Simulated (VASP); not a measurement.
TiO2: single point with r2SCAN+U

The system is TiO2.

```
Ti O
1.0
     4.41347    0.00000    0.00000
     0.00000    4.41347    0.00000
     0.00000    0.00000    3.23231
Ti O
2 4
Direct
  0.00000 0.00000 0.00000
  0.50000 0.50000 0.50000
  0.30514 0.30514 0.00000
  0.19486 0.80514 0.50000
  0.69486 0.69486 0.00000
  0.80514 0.19486 0.50000
```

This cell differs from its parent crystal: strain -0.040 along x and y, +0.080 along z.

```yaml
Program: VASP 6.6.1
Task: single point
Functional: r2SCAN
Potentials_or_basis: VASP PAW PBE potentials, release 64 (Ti_sv, O)
Cutoff: 520 eV
k_mesh: 6 × 6 × 8
Occupations: gaussian, width 0.05 eV
Spin: no spin polarisation
Hubbard_terms: Ti d U = 4.0 eV
Dipole_correction: no
Further_INCAR_settings: ALGO = Normal; EDIFF = 1e-06; NBANDS = 33
```

The pressure is 3.0 GPa, the largest force is 0.234 eV/Å and the band gap on the k mesh is 2.86 eV.

Forces on the atoms (eV/Å):
```
Ti   0.000  0.000  0.000
Ti   0.000  0.000  0.000
O    0.165  0.165  0.000
O   -0.165  0.165  0.000
O   -0.165 -0.165  0.000
O    0.165 -0.165  0.000
```

Stress tensor (GPa, compression positive):
```
 12.92   0.00   0.00
  0.00  12.92   0.00
  0.00   0.00 -16.78
```

Levels at points of the mesh, in eV from the valence-band top:
| k point | band 20 | band 21 | band 22 | band 23 | band 24 | band 25 | band 26 | band 27 | band 28 | band 29 |
| --- | --- | --- | --- | --- | --- | --- | --- | --- | --- | --- |
| (0.00, 0.00, 0.00) | -2.24 | -0.97 | -0.24 | -0.24 | 0.00 | 2.86 | 3.27 | 3.27 | 3.31 | 3.31 |
| (0.50, 0.00, 0.00) | -2.94 | -2.20 | -2.20 | -0.68 | -0.68 | 3.51 | 3.51 | 4.00 | 4.00 | 4.25 |
| (0.50, 0.50, 0.00) | -1.86 | -1.67 | -1.67 | -0.81 | -0.81 | 2.98 | 2.98 | 3.31 | 3.31 | 4.43 |
| (0.00, 0.00, 0.50) | -2.61 | -2.03 | -2.03 | -1.22 | -1.22 | 3.49 | 3.49 | 4.10 | 4.10 | 4.69 |
| (0.50, 0.00, 0.50) | -2.54 | -1.85 | -1.85 | -0.95 | -0.95 | 2.95 | 2.95 | 3.68 | 3.68 | 4.58 |
| (0.50, 0.50, 0.50) | -1.97 | -1.18 | -1.18 | -0.51 | -0.51 | 3.61 | 3.61 | 3.62 | 3.62 | 4.28 |

Eigenvalues of the final occupation matrices:
| site | spin | trace | eigenvalues |
| --- | --- | --- | --- |
| site 1 d | 1 | 0.75 | 0.05 0.08 0.10 0.23 0.27 |
| site 1 d | 2 | 0.75 | 0.05 0.08 0.10 0.23 0.27 |
| site 2 d | 1 | 0.75 | 0.05 0.08 0.10 0.23 0.27 |
| site 2 d | 2 | 0.75 | 0.05 0.08 0.10 0.23 0.27 |

Run time: 2.1 min on 1 thread of Intel(R) Xeon(R) 6975P-C (Granite Rapids), with other jobs on the host, peak memory 0.22 GiB.

Caveat: the cell differs from its parent crystal (strain -0.040 along x and y, +0.080 along z); the cell stands under pressure; the PAW data sets were made with another functional, which shifts forces and pressure a little. A k mesh can miss the band edges.
